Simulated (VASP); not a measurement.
# CaO (dq5) (Fm-3m) in VASP: vibrations by perturbation theory with LDA

Aim: the vibrations by perturbation theory of CaO (dq5) with LDA.

Everything below comes from runs of VASP 6.6.1. Logs are shortened: lines on timing, memory, paths and dates and some standing lists are left out, and cuts for length are marked.

## Step 1: The cell of the first run

Symmetry: Fm-3m, No. 225, cubic system. Conventional cell: a = 4.707 Å, b = 4.707 Å, c = 4.707 Å, α = 90.00°, β = 90.00°, γ = 90.00°. Within 3.1 Å of Ca (site symmetry m-3m) lie 6 O at 2.35 Å. Within 3.1 Å of O (site symmetry m-3m) lie 6 Ca at 2.35 Å.

## Step 2: Vibrations by perturbation theory, LDA

INCAR

```
SYSTEM = CaO
PREC = Accurate
ENCUT = 520
EDIFF = 1E-8
ISMEAR = 0
SIGMA = 0.01
LREAL = .False.
LASPH = .True.
NELM = 100
ALGO = Normal
ISIF = 2
LWAVE = .False.
LCHARG = .False.
IBRION = 8
NSW = 1
LEPSILON = .True.
```

KPOINTS

```
Automatic mesh
0
Gamma
  8 8 8
  0 0 0
```

POSCAR

```
CaO
1.0
    0.0000000000      2.3537266217      2.3537266217
    2.3537266217      0.0000000000      2.3537266217
    2.3537266217      2.3537266217      0.0000000000
Ca O
1 1
Direct
    0.0000000000      0.0000000000      0.0000000000
    0.5000000000      0.5000000000      0.5000000000
```

Potentials or basis: VASP PAW LDA potentials, release 64 (Ca_sv, O).

The run is started by

```
$ cat potpaw_LDA.64/Ca_sv/POTCAR potpaw_LDA.64/O/POTCAR > POTCAR
$ mpirun -np 1 vasp_std > vasp.out
```

OUTCAR:

```text
SYSTEM = CaO
   PREC = Accurate
   ENCUT = 520
   EDIFF = 1E-8
   ISMEAR = 0
   LREAL = .False.
   LASPH = .True.
   NELM = 100
   ISIF = 2
   IBRION = 8
   NSW = 1
   LEPSILON = .True.

 ion  position               nearest neighbor table
   1  0.000  0.000  0.000-   2 2.35   2 2.35   2 2.35   2 2.35   2 2.35   2 2.35
   2  0.500  0.500  0.500-   1 2.35   1 2.35   1 2.35   1 2.35   1 2.35   1 2.35

  LATTYP: Found a face centered cubic cell.
 ALAT       =     4.7074532434

  Lattice vectors:

 A1 = (   0.0000000000,   2.3537266217,   2.3537266217)
 A2 = (   2.3537266217,   0.0000000000,   2.3537266217)
 A3 = (   2.3537266217,   2.3537266217,   0.0000000000)

Analysis of symmetry for initial positions (statically):
=====================================================================
 Subroutine PRICEL returns:
 Original cell was already a primitive cell.

 Routine SETGRP: Setting up the symmetry group for a
 face centered cubic supercell.

 Subroutine GETGRP returns: Found 48 space group operations
 (whereof 48 operations were pure point group operations)
 out of a pool of 48 trial point group operations.

The static configuration has the point symmetry O_h .

Analysis of symmetry for dynamics (positions and initial velocities):
=====================================================================
 Subroutine PRICEL returns:
 Original cell was already a primitive cell.

 Routine SETGRP: Setting up the symmetry group for a
 face centered cubic supercell.

 Subroutine GETGRP returns: Found 48 space group operations
 (whereof 48 operations were pure point group operations)
 out of a pool of 48 trial point group operations.

The dynamic configuration has the point symmetry O_h .

 Subroutine INISYM returns: Found 48 space group operations
 (whereof 48 operations are pure point group operations),
 and found     1 'primitive' translations

----------------------------------------------------------------------------------------

                                     Primitive cell

  volume of cell :      26.0794

  direct lattice vectors                    reciprocal lattice vectors
     0.000000000  2.353726622  2.353726622    -0.212429088  0.212429088  0.212429088
     2.353726622  0.000000000  2.353726622     0.212429088 -0.212429088  0.212429088
     2.353726622  2.353726622  0.000000000     0.212429088  0.212429088 -0.212429088

  length of vectors
     3.328672111  3.328672111  3.328672111     0.367937974  0.367937974  0.367937974

  position of ions in fractional coordinates (direct lattice)
     0.000000000  0.000000000  0.000000000
     0.500000000  0.500000000  0.500000000

  ion indices of the primitive-cell ions
   primitive index   ion index
                 1           1
                 2           2

----------------------------------------------------------------------------------------

 KPOINTS: Automatic mesh

Automatic generation of k-mesh.
 Grid dimensions read from file:
 generate k-points for:    8    8    8

 Generating k-lattice:

[... 509 lines left out ...]

 Free energy of the ion-electron system (eV)
  ---------------------------------------------------
  ---------------------------------------------------
  free energy    TOTEN  =        -0.22077327 eV

  energy without entropy =       -0.22077327

------------------------ aborting loop because EDIFF is reached ----------------------------------------

--------------------------------------- Ionic step        2  -------------------------------------------

------------------------ aborting loop because EDIFF is reached ----------------------------------------

--------------------------------------- Ionic step        3  -------------------------------------------

------------------------ aborting loop because EDIFF is reached ----------------------------------------

 PIEZOELECTRIC TENSOR FIELD DIRECTION 3  (e Angst)
 -----------------------------------------------------------------------------
     0.00003  0.00000  0.00000           ( -0.00001  0.00000  0.00000)
     0.00000  0.00003 -0.00000           (  0.00000 -0.00001 -0.00000)
     0.00000 -0.00000 -0.00073           (  0.00000 -0.00000 -0.00000)

 PIEZOELECTRIC TENSOR FIELD DIRECTION 3  (C/m^2)
 -----------------------------------------------------------------------------
     0.00002  0.00000  0.00000
     0.00000  0.00002 -0.00000
     0.00000 -0.00000 -0.00045

--------------------------------------- Ionic step        4  -------------------------------------------

------------------------ aborting loop because EDIFF is reached ----------------------------------------

[... ionic steps 5 to 6 ...]

--------------------------------------- Ionic step        7  -------------------------------------------

 Free energy of the ion-electron system (eV)
  ---------------------------------------------------
  ---------------------------------------------------
  free energy    TOTEN  =        -0.35691044 eV

  energy without entropy =       -0.35691044

------------------------ aborting loop because EDIFF is reached ----------------------------------------

 INTERNAL STRAIN TENSOR  FOR ION    2  DIRECTION 1   (eV/Angst):
 -----------------------------------------------------------------------------
     0.01985 -0.00000  0.00000
     0.00000 -0.01120 -0.00000
     0.00000 -0.00000 -0.01120

 MACROSCOPIC STATIC DIELECTRIC TENSOR (including local field effects in DFT)
 ------------------------------------------------------
           3.886075     0.000000    -0.000000
           0.000000     3.886075     0.000000
           0.000000     0.000000     3.886075
 ------------------------------------------------------

 PIEZOELECTRIC TENSOR (including local field effects)  for field in x, y, z        (e  Angst)
          XX          YY          ZZ          XY          YZ          ZX
  --------------------------------------------------------------------------------
  x     0.00000     0.00000     0.00000     0.00000     0.00000     0.00000
  y     0.00000     0.00000     0.00000     0.00000     0.00000     0.00000
  z     0.00000     0.00000     0.00000     0.00000     0.00000     0.00000

 PIEZOELECTRIC TENSOR (including local field effects)  for field in x, y, z        (C/m^2)
          XX          YY          ZZ          XY          YZ          ZX
  --------------------------------------------------------------------------------
  x     0.00000     0.00000     0.00000     0.00000     0.00000     0.00000
  y     0.00000     0.00000     0.00000     0.00000     0.00000     0.00000
  z     0.00000     0.00000     0.00000     0.00000     0.00000     0.00000

 BORN EFFECTIVE CHARGES (including local field effects) (in |e|, cummulative output)
 ---------------------------------------------------------------------------------
 ion    1
    1     2.37840    -0.00000    -0.00000
    2    -0.00000     2.37840    -0.00000
    3     0.00000     0.00000     2.37840
 ion    2
    1    -2.37840     0.00000     0.00000
    2     0.00000    -2.37840     0.00000
    3    -0.00000    -0.00000    -2.37840

 INTERNAL STRAIN TENSOR FOR ION    2 for displacements in x,y,z  (eV/Angst):
          X           Y           Z          XY          YZ          ZX
  --------------------------------------------------------------------------------
  x     0.00000     0.00000     0.00000     0.00000     0.00000     0.00000
  y     0.00000     0.00000     0.00000     0.00000     0.00000     0.00000
  z     0.00000     0.00000     0.00000     0.00000     0.00000     0.00000

 SECOND DERIVATIVES (NOT SYMMETRIZED)
 ------------------------------------
               1X          1Y          1Z          2X          2Y          2Z
  1X    -3.785730    0.000000    0.000000    3.785730    0.000000    0.000000
  1Y     0.000000   -3.785730    0.000000    0.000000    3.785730    0.000000
  1Z     0.000000    0.000000   -3.785730    0.000000    0.000000    3.785730
  2X     3.760371    0.000000    0.000000   -3.760371    0.000000    0.000000
  2Y     0.000000    3.760371    0.000000    0.000000   -3.760371    0.000000
  2Z     0.000000    0.000000    3.760371    0.000000    0.000000   -3.760371

 Eigenvectors and eigenvalues of the dynamical matrix
 ----------------------------------------------------

   1 f  =    8.973611 THz    56.382861 2PiTHz  299.327447 cm-1    37.111857 meV
             X         Y         Z           dx          dy          dz
      0.000000  0.000000  0.000000    -0.535435    0.000000    0.000000
      2.353727  2.353727  2.353727     0.844577    0.000000    0.000000
[... 21 lines left out ...]
   6 f/i=    0.013637 THz     0.085685 2PiTHz    0.454888 cm-1     0.056399 meV
             X         Y         Z           dx          dy          dz
      0.000000  0.000000  0.000000    -0.844577    0.000000    0.000000
      2.353727  2.353727  2.353727    -0.535435    0.000000    0.000000

--------------------------------------------------------------------------------------------------------

 MACROSCOPIC STATIC DIELECTRIC TENSOR IONIC CONTRIBUTION
 ------------------------------------------------------
          10.402599    -0.000000     0.000000
          -0.000000    10.402599    -0.000000
           0.000000    -0.000000    10.402599
 ------------------------------------------------------

 ELASTIC MODULI CONTR FROM IONIC RELAXATION (kBar)
 Direction    XX          YY          ZZ          XY          YZ          ZX
 --------------------------------------------------------------------------------
 XX           0.0000      0.0000      0.0000      0.0000      0.0000      0.0000
 YY           0.0000      0.0000      0.0000      0.0000      0.0000      0.0000
 ZZ           0.0000      0.0000      0.0000      0.0000      0.0000      0.0000
 XY           0.0000      0.0000      0.0000      0.0000      0.0000      0.0000
 YZ           0.0000      0.0000      0.0000      0.0000      0.0000      0.0000
 ZX           0.0000      0.0000      0.0000      0.0000      0.0000      0.0000
 --------------------------------------------------------------------------------

 PIEZOELECTRIC TENSOR IONIC CONTR  for field in x, y, z        (C/m^2)
          XX          YY          ZZ          XY          YZ          ZX
  --------------------------------------------------------------------------------
  x     0.00000     0.00000     0.00000     0.00000     0.00000     0.00000
  y     0.00000     0.00000     0.00000     0.00000     0.00000     0.00000
  z     0.00000     0.00000     0.00000     0.00000     0.00000     0.00000
```

Wall time 10 min (1 thread of Intel Xeon 8259CL, shared host); peak memory 0.2 GiB.

Results:

* Electronic dielectric tensor (diagonal): 3.89
* Born charges (mean of the diagonal): Ca +2.38; O -2.38 e
* Highest phonon frequency at Γ, LO-TO splitting left out: 299 cm⁻¹

Phonon frequencies in cm⁻¹ (negative: imaginary):
| q point | frequencies |
| --- | --- |
| (0.000, 0.000, 0.000) | 0 0 0 299 299 299 |

Electronic dielectric tensor:
```
3.89 0.00 0.00
0.00 3.89 0.00
0.00 0.00 3.89
```

Born effective charge tensors (e):
atom 1, Ca
```
2.38 0.00 0.00
0.00 2.38 0.00
0.00 0.00 2.38
```
atom 2, O
```
-2.38  0.00  0.00
 0.00 -2.38  0.00
 0.00  0.00 -2.38
```

Caveat: the cell wasn't relaxed at this level first, which shifts response properties.
